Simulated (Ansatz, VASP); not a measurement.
One calculation of Rh, two programs

The input INCAR:

```
SYSTEM = Rh
PREC = Accurate
ENCUT = 520
EDIFF = 1E-6
ISMEAR = 0
SIGMA = 0.15
LREAL = .False.
LASPH = .True.
NELM = 60
ALGO = Fast
ISIF = 2
LWAVE = .False.
LCHARG = .False.
GGA = CA
NBANDS = 14
```

KPOINTS

```
Automatic mesh
0
Gamma
  20 20 20
  0 0 0
```

Contents of POSCAR:

```
Rh
1.0
   -0.0938517631      1.9521166722      1.8770352617
    1.9521166722     -0.0938517631      1.8770352617
    1.8582649091      1.8582649091      0.0000000000
Rh
1
Direct
    0.0000000000      0.0000000000      0.0000000000
```

Input for Ansatz:

```yaml
crystal:
  lattice:
    - [-0.0938517631, 1.9521166722, 1.8770352617]
    - [1.9521166722, -0.0938517631, 1.8770352617]
    - [1.8582649091, 1.8582649091, 0.0]
  atoms:
    - { symbol: Rh, position: [0.0, 0.0, 0.0] }
basis:
  ecutwfc: 420
kpoints:
  mp_grid: { grid: [20, 20, 20] }
hamiltonian:
  xc: lda
  pseudopotentials: { kind: paw, azcp: { folder: soft_1 } }
scf:
  occupations: { method: gaussian, width: 0.15 }
output:
  forces: true
  stress: true
  eigenvalues: true
```

Change from the starting cell: engineering shear strain xy -0.1000, equal normal strain along x and y +0.0400.

Alike in both runs: task single point; functional LDA; k mesh 20 × 20 × 20; occupations gaussian, width 0.15 eV; no spin polarisation.

|  | VASP | Ansatz |
| --- | --- | --- |
| version | VASP 6.6.1 | Ansatz 0.2.0 |
| potentials or method | VASP PAW LDA potentials, release 64 (Rh_pv), cutoff 520 eV | scalar-relativistic, plane waves, PAW |
| valence electrons in the cell | 15 | 17 |

```csv
,VASP,Ansatz,Ansatz less VASP
gap on the k mesh at the Fermi level (eV),none,none,-
pressure (GPa),-17.0,-17.5,-0.54
"traceless stress, the component that is largest in VASP (GPa)",13.17,13.10,-0.076
```

Ansatz warns that its potentials were made for another functional, while VASP's fit it. LDA's correlation is that of Perdew and Zunger in VASP and of Perdew and Wang (1992) in Ansatz. A gap of «none» marks a metal or a gap that the smearing closes. VASP's potentials hold 15 valence electrons a cell and Ansatz's 17, so a difference there can come from the potentials and not from the codes.
